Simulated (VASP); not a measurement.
# NdAl2S in VASP: notebook

The runs below take NdAl2S through single point, with PBE.

All numbers are computed with VASP 6.6.1; they aren't measurements. Logs are shortened: lines on timing, memory, paths and dates and some standing lists are left out, and cuts for length are marked.

### 1 The cell of the first run

Symmetry: P4mm, No. 99, tetragonal system. Conventional cell: a = 4.048 Å, b = 4.048 Å, c = 5.160 Å, α = 90.00°, β = 90.00°, γ = 90.00°. Within 3.8 Å of Nd (site symmetry 4mm) lie 4 S at 2.86 Å and 8 Al at 3.28 Å. Al (site symmetry 2mm) has 4 Al at 2.86 Å and 4 S at 3.27 to 3.29 Å and 4 Nd at 3.28 Å within 3.8 Å. S (site symmetry 4mm) has 4 Nd at 2.86 Å and 8 Al at 3.27 to 3.29 Å within 3.8 Å.

The cell was generated, and may not be a known phase.

### 2 Single point, PBE

The input, INCAR:

```
SYSTEM = NdAl2S
PREC = Accurate
ENCUT = 500
EDIFF = 1E-6
ISMEAR = 0
SIGMA = 0.1
LREAL = .False.
LASPH = .True.
NELM = 200
ALGO = Normal
ISIF = 2
LWAVE = .False.
LCHARG = .True.
GGA = PE
LELF = .True.
LVHAR = .True.
NBANDS = 20
GGA_COMPAT = .False.
LMAXMIX = 6
```

The input, KPOINTS:

```
regular mesh
0
Gamma
  4 4 4
  0 0 0
```

The input, POSCAR:

```
NdAl2S
1.0
    4.0478820978      0.0000000000      0.0000000000
    0.0000000000      4.0478820978      0.0000000000
    0.0000000000      0.0000000000      5.1595321000
Nd Al S
1 2 1
Direct
    0.0000000000      0.0000000000      0.2624962554
    0.5000000000      0.0000000000      0.7624144673
    0.0000000000      0.5000000000      0.7624144673
    0.5000000000      0.5000000000      1.2605463100
```

Potentials or basis: VASP PAW PBE potentials, release 64 (Nd_3, Al, S), 4f in core.

On the command line:

```console
cat potpaw_PBE.64/Nd_3/POTCAR potpaw_PBE.64/Al/POTCAR potpaw_PBE.64/S/POTCAR > POTCAR
mpirun -np 1 vasp_std > vasp.out
```

OUTCAR:

```text
SYSTEM = NdAl2S
   PREC = Accurate
   ENCUT = 500
   EDIFF = 1E-6
   ISMEAR = 0
   LREAL = .False.
   LASPH = .True.
   NELM = 200
   ISIF = 2
   GGA = PE

 ion  position               nearest neighbor table
   1  0.000  0.000  0.262-   4 2.86   4 2.86   4 2.86   4 2.86   3 3.28   2 3.28   2 3.28   3 3.28
                             2 3.28   3 3.28   2 3.28   3 3.28
   2  0.500  0.000  0.762-   3 2.86   3 2.86   3 2.86   3 2.86   1 3.28   1 3.28   1 3.28   1 3.28

   3  0.000  0.500  0.762-   2 2.86   2 2.86   2 2.86   2 2.86   1 3.28   1 3.28   1 3.28   1 3.28

   4  0.500  0.500  0.261-   1 2.86   1 2.86   1 2.86   1 2.86

  LATTYP: Found a simple tetragonal cell.
 ALAT       =     4.0478820978
 C/A-ratio  =     1.2746250941

  Lattice vectors:

 A1 = (   4.0478820978,   0.0000000000,   0.0000000000)
 A2 = (   0.0000000000,   4.0478820978,   0.0000000000)
 A3 = (   0.0000000000,   0.0000000000,   5.1595321000)

Analysis of symmetry for initial positions (statically):
=====================================================================
 Subroutine PRICEL returns:
 Original cell was already a primitive cell.

 Routine SETGRP: Setting up the symmetry group for a
 simple tetragonal supercell.

 Subroutine GETGRP returns: Found  8 space group operations
 (whereof  8 operations were pure point group operations)
 out of a pool of 16 trial point group operations.

The static configuration has the point symmetry C_4v.

Analysis of symmetry for dynamics (positions and initial velocities):
=====================================================================
 Subroutine PRICEL returns:
 Original cell was already a primitive cell.

 Routine SETGRP: Setting up the symmetry group for a
 simple tetragonal supercell.

 Subroutine GETGRP returns: Found  8 space group operations
 (whereof  8 operations were pure point group operations)
 out of a pool of 16 trial point group operations.

The dynamic configuration has the point symmetry C_4v.

 Subroutine INISYM returns: Found  8 space group operations
 (whereof  8 operations are pure point group operations),
 and found     1 'primitive' translations

----------------------------------------------------------------------------------------

                                     Primitive cell

  volume of cell :      84.5407

  direct lattice vectors                    reciprocal lattice vectors
     4.047882098  0.000000000  0.000000000     0.247042768  0.000000000  0.000000000
     0.000000000  4.047882098  0.000000000     0.000000000  0.247042768  0.000000000
     0.000000000  0.000000000  5.159532100     0.000000000  0.000000000  0.193816025

  length of vectors
     4.047882098  4.047882098  5.159532100     0.247042768  0.247042768  0.193816025

  position of ions in fractional coordinates (direct lattice)
     0.000000000  0.000000000  0.262496255
     0.500000000  0.000000000  0.762414467
     0.000000000  0.500000000  0.762414467
     0.500000000  0.500000000  0.260546310

  ion indices of the primitive-cell ions
   primitive index   ion index
                 1           1
                 2           2
                 3           3
                 4           4

----------------------------------------------------------------------------------------

 KPOINTS: regular mesh

Automatic generation of k-mesh.
 Grid dimensions read from file:
 generate k-points for:    4    4    4

 Generating k-lattice:

  Cartesian coordinates                     Fractional coordinates (reciprocal lattice)
     0.061760692  0.000000000  0.000000000     0.250000000  0.000000000  0.000000000
     0.000000000  0.061760692  0.000000000     0.000000000  0.250000000  0.000000000
     0.000000000  0.000000000  0.048454006     0.000000000  0.000000000  0.250000000

  Length of vectors
     0.061760692  0.061760692  0.048454006

  Shift w.r.t. Gamma in fractional coordinates (k-lattice)
     0.000000000  0.000000000  0.000000000

 Subroutine IBZKPT returns following result:
 ===========================================

 Found     18 irreducible k-points:

 Following reciprocal coordinates:
            Coordinates               Weight
  0.000000  0.000000  0.000000      1.000000
  0.250000  0.000000  0.000000      4.000000
  0.500000  0.000000  0.000000      2.000000
  0.250000  0.250000  0.000000      4.000000
  0.500000  0.250000  0.000000      4.000000
  0.500000  0.500000  0.000000      1.000000
[... 10 lines left out ...]
  0.500000  0.250000  0.500000      4.000000
  0.500000  0.500000  0.500000      1.000000
   k-points           NKPTS =     18   k-points in BZ     NKDIM =     18   number of bands    NBANDS=     20
   number of dos      NEDOS =    301   number of ions     NIONS =      4
   total plane-waves  NPLWV =  36000
   dimension x,y,z NGX =    30 NGY =   30 NGZ =   40
   dimension x,y,z NGXF=    60 NGYF=   60 NGZF=   80
   ions per type =               1   2   1
   NGX,Y,Z   is equivalent  to a cutoff of  12.32, 12.32, 12.89 a.u.
   NGXF,Y,Z  is equivalent  to a cutoff of  24.64, 24.64, 25.78 a.u.
 SYSTEM =  NdAl2S
   PREC   = accura    normal or accurate (medium, high low for compatibility)
   ISTART =      0    job   : 0-new  1-cont  2-samecut
   ICHARG =      2    charge: 1-file 2-atom 10-const
   ISPIN  =      1    spin polarized calculation?
   LNONCOLLINEAR =      F non collinear calculations
   LSORBIT =      F    spin-orbit coupling
   LASPH  =      T    aspherical Exc in radial PAW
   ENCUT  =  500.0 eV  36.75 Ry    6.06 a.u.   7.38  7.38  9.41*2*pi/ulx,y,z
   NELM   =    200;   NELMIN=  2; NELMDL= -5     # of ELM steps
   EDIFF  = 0.1E-05   stopping-criterion for ELM
   LREAL  =      F    real-space projection
   EDIFFG = 0.1E-04   stopping-criterion for IOM
   NSW    =      0    number of steps for IOM
   IBRION =     -1    ionic relax: 0-MD 1-quasi-New 2-CG
   NFREE  =      0    steps in history (QN), initial steepest desc. (CG)
   ISIF   =      2    stress and relaxation
   ISYM   =      2    0-nonsym 1-usesym 2-fastsym
   POTIM  = 0.5000    time-step for ionic-motion
   TEBEG  =    0.0;   TEEND  =   0.0 temperature during run
   PSTRESS=    0.0 pullay stress
   NELECT =      23.0000    total number of electrons
   NUPDOWN=      -1.0000    fix difference up-down
   EMIN   =  10.00;   EMAX   =-10.00  energy-range for DOS
   EFERMI =   0.00;   METHOD = LEGACY
   ISMEAR =     0;   SIGMA  =   0.10  broadening in eV -4-tet -1-fermi 0-gaus
   EFERMI_NEDOS =   21; number of points for ismear=-14 and -15
   IALGO  =     38    algorithm
   IMIX   =      4    mixing-type and parameters
     AMIX     =   0.40;   BMIX     =  1.00
     AMIX_MAG =   1.60;   BMIX_MAG =  1.00
  volume/ion in A,a.u.               =      21.14       142.63
  Fermi-wavevector in a.u.,A,eV,Ry     =   1.060788  2.004599 15.310256  1.125272
  Thomas-Fermi vector in A             =   2.196182
   LORBIT       =      0    0 simple, 1 ext, 2 COOP (PROOUT), +10 PAW based schemes
   GGA     = PE    functional components
   LHFCALC =     F    Hartree Fock is set to
   AEXX    =    0.0000 exact exchange contribution
   IVDW    =     0    specifies the selected vdW correction
   LEPSILON=     F    determine dielectric tensor
   LRPA    =     F    only Hartree local field effects (RPA)
 non-spin polarized calculation
 Gauss-broadening in eV      SIGMA  =   0.10
  energy-cutoff  :      500.00
  volume of cell :       84.54
 maximum number of plane-waves:      2171
 NGX is ok and might be reduce to    30
   NGX = 15   NGY = 15   NGZ = 19

 number of electron      22.9999998 magnetization

 Free energy of the ion-electron system (eV)
  ---------------------------------------------------
  ext. energy  EPLUGINS =         0.00000000
  ---------------------------------------------------
  free energy    TOTEN  =       -18.49963436 eV

  energy without entropy =      -18.48314203  energy(sigma->0) =      -18.49138819

 E-fermi :   6.0353     XC(G=0): -10.1155

 val. band max:        6.0132092695   @ k =   0.2500   0.0000   0.2500
 cond. band min:       6.0845385251   @ k =   0.2500   0.0000   0.5000
 fundamental gap:      0.0713292556
 Fermi energy:         6.0353339785

 k-point     1 :       0.0000    0.0000    0.0000
  band No.  band energies     occupation
      1     -31.8556      2.00000
      2     -13.1139      2.00000
      3     -12.9988      2.00000
      4     -12.9988      2.00000
      5      -7.5610      2.00000
      6      -1.4012      2.00000
[... 12 lines left out ...]
     19       9.4629      0.00000
     20      10.0274      0.00000

 k-point     2 :       0.2500    0.0000    0.0000
  band No.  band energies     occupation
      1     -31.8478      2.00000
      2     -13.2440      2.00000
      3     -13.0949      2.00000
      4     -12.9727      2.00000
      5      -7.1017      2.00000
      6      -1.0324      2.00000
[... 12 lines left out ...]
     19      11.4912      0.00000
     20      11.9894      0.00000

 k-point     3 :       0.5000    0.0000    0.0000
  band No.  band energies     occupation
      1     -31.8400      2.00000
      2     -13.4647      2.00000
      3     -13.0757      2.00000
      4     -12.9463      2.00000
      5      -6.6185      2.00000
      6      -0.7468      2.00000
[... 12 lines left out ...]
     19      12.4859      0.00000
     20      13.2066      0.00000

 k-point     4 :       0.2500    0.2500    0.0000
  band No.  band energies     occupation
      1     -31.8403      2.00000
      2     -13.2214      2.00000
      3     -13.1356      2.00000
      4     -13.0771      2.00000
      5      -7.0127      2.00000
      6      -0.6940      2.00000
[... 291 lines left out ...]
 k-point    17 :       0.5000    0.2500    0.5000
  band No.  band energies     occupation
      1     -31.8324      2.00000
      2     -13.3626      2.00000
      3     -13.1075      2.00000
      4     -13.0921      2.00000
      5      -6.9135      2.00000
      6      -0.2829      2.00000
[... 12 lines left out ...]
     19      11.3506      0.00000
     20      11.4970      0.00000

 k-point    18 :       0.5000    0.5000    0.5000
  band No.  band energies     occupation
      1     -31.8252      2.00000
      2     -13.2628      2.00000
      3     -13.2628      2.00000
      4     -13.0719      2.00000
      5      -7.2490      2.00000
      6       1.1612      2.00000
[... 12 lines left out ...]
     19      10.0154      0.00000
     20      10.4904      0.00000

------------------------ aborting loop because EDIFF is reached ----------------------------------------

  FORCE on cell =-STRESS in cart. coord.  units (eV):
  Direction    XX          YY          ZZ          XY          YZ          ZX
  --------------------------------------------------------------------------------------
  -------------------------------------------------------------------------------------
  Total       -0.0226653     -0.0226653      0.1247210      0.0000000      0.0000000      0.0000000
  in kB       -0.4295415     -0.4295415      2.3636552      0.0000000      0.0000000      0.0000000
  external PRESSURE =       0.5015241 kB  Pullay stress =       0.0000000 kB

 VOLUME and BASIS-vectors are now :
 -----------------------------------------------------------------------------
  energy-cutoff  :      500.00
  volume of cell :       84.54
      direct lattice vectors                 reciprocal lattice vectors
     4.047882098  0.000000000  0.000000000     0.247042768  0.000000000  0.000000000
     0.000000000  4.047882098  0.000000000     0.000000000  0.247042768  0.000000000
     0.000000000  0.000000000  5.159532100     0.000000000  0.000000000  0.193816025

 POSITION                                       TOTAL-FORCE (eV/Angst)
 -----------------------------------------------------------------------------------
      0.00000      0.00000      1.35436         0.000000     -0.000000     -0.002344
      2.02394      0.00000      3.93370         0.000000      0.000000     -0.001205
      0.00000      2.02394      3.93370         0.000000     -0.000000     -0.001205
      2.02394      2.02394      1.34430        -0.000000     -0.000000      0.004754
 -----------------------------------------------------------------------------------
    total drift:                                0.000000     -0.000000     -0.000014

  FREE ENERGIE OF THE ION-ELECTRON SYSTEM (eV)
  ---------------------------------------------------
  free  energy   TOTEN  =       -18.4996343574 eV

  energy  without entropy=      -18.4831420309  energy(sigma->0) =      -18.49138819
```

Wall time 11 s (1 thread of Intel Xeon 6975P-C (Granite Rapids), shared host); peak memory 0.19 GiB.

Results:

```
Free energy            : -18.4996 eV
Pressure               : 0.1 GPa
Largest force          : 0.005 eV/Å
Band gap on the k mesh : zero (an odd number of electrons rules out a gap without spin polarisation)
```

Forces on the atoms (eV/Å):
```
Nd   0.000  0.000 -0.002
Al   0.000  0.000 -0.001
Al   0.000  0.000 -0.001
S    0.000  0.000  0.005
```

Caveat: the k points lie up to 0.39 Å⁻¹ apart, too coarse for converged energies and pressures of a metal; spin-orbit coupling is left out, which moves the levels of the heavy elements; the 4f electrons are frozen in the core, so they carry no moment and show no levels; the run has no spin polarisation, though such a crystal can be magnetic.

### 3 Single point, PBE

This run uses another cell than the first one, of 23.07 Å³/atom.

The input, INCAR:

```
  PREC = Accurate
  ENCUT = 500
  EDIFF = 1E-6
  ISMEAR = 0
  SIGMA = 0.1
  LREAL = F
  LASPH = T
  NELM = 200
  ALGO = Normal
  ISIF = 2
  LWAVE = F
  LCHARG = F
  GGA = PE
  NBANDS = 20
  GGA_COMPAT = F
  LMAXMIX = 6
```

The input, KPOINTS:

```
regular mesh
0
Gamma
  12 12 8
```

The input, POSCAR:

```
NdAl2S
1.0
    3.9283435695      0.0000000000      0.0000000000
    0.0000000000      3.9283435695      0.0000000000
    0.0000000000      0.0000000000      5.9803497907
Nd Al S
1 2 1
Direct
    0.0000000000      0.0000000000      0.0000000000
    0.5000000000      0.0000000000      0.5000000000
    0.0000000000      0.5000000000      0.5000000000
    0.5000000000      0.5000000000      0.0000000000
```

Potentials or basis: VASP PAW PBE potentials, release 64 (Nd_3, Al, S), 4f in core.

On the command line:

```console
cat potpaw_PBE.64/Nd_3/POTCAR potpaw_PBE.64/Al/POTCAR potpaw_PBE.64/S/POTCAR > POTCAR
mpirun -np 1 vasp_std > vasp.out
```

It took 81 s on 1 thread of Intel Xeon 6975P-C (Granite Rapids), shared host; peak memory 0.39 GiB.

The run converged. Its results:

- Free energy: -18.6056 eV
- Pressure: 0.0 GPa
- Band gap on the k mesh: zero (an odd number of electrons rules out a gap without spin polarisation)

Stress tensor (GPa, compression positive):
```
 0.05  0.00  0.00
 0.00  0.05  0.00
 0.00  0.00 -0.09
```

Levels at points of the mesh, in eV from the Fermi level:
```
           k point  band 8  band 9  band 10  band 11  band 12  band 13  band 14  band 15  band 16  band 17
(0.00, 0.00, 0.00)   -2.35   -2.35    -1.29     0.83     0.83     1.21     2.00     2.00     2.12     2.14
(0.50, 0.00, 0.00)   -4.50   -4.19    -4.18     0.18     1.98     2.67     2.76     3.09     3.47     3.71
(0.50, 0.50, 0.00)   -3.31   -2.92    -2.37    -2.07    -2.07    -0.98    -0.98     3.92     4.06     4.69
(0.00, 0.00, 0.50)   -2.29   -2.29    -2.23    -1.08    -0.03    -0.03     1.70     2.13     3.32     3.60
(0.50, 0.00, 0.50)   -5.27   -4.16    -1.88    -0.47     0.66     1.52     2.56     2.71     3.69     3.82
(0.50, 0.50, 0.50)   -3.85   -3.10    -3.10    -2.72    -0.51     0.97     2.10     2.10     2.55     2.55
```

Caveat: spin-orbit coupling is left out, which moves the levels of the heavy elements; the 4f electrons are frozen in the core, so they carry no moment and show no levels; the run has no spin polarisation, though such a crystal can be magnetic.

(Continued in part 2 of 2.)

The gap in the log of VASP goes by the Fermi energy; the results here count the filled bands.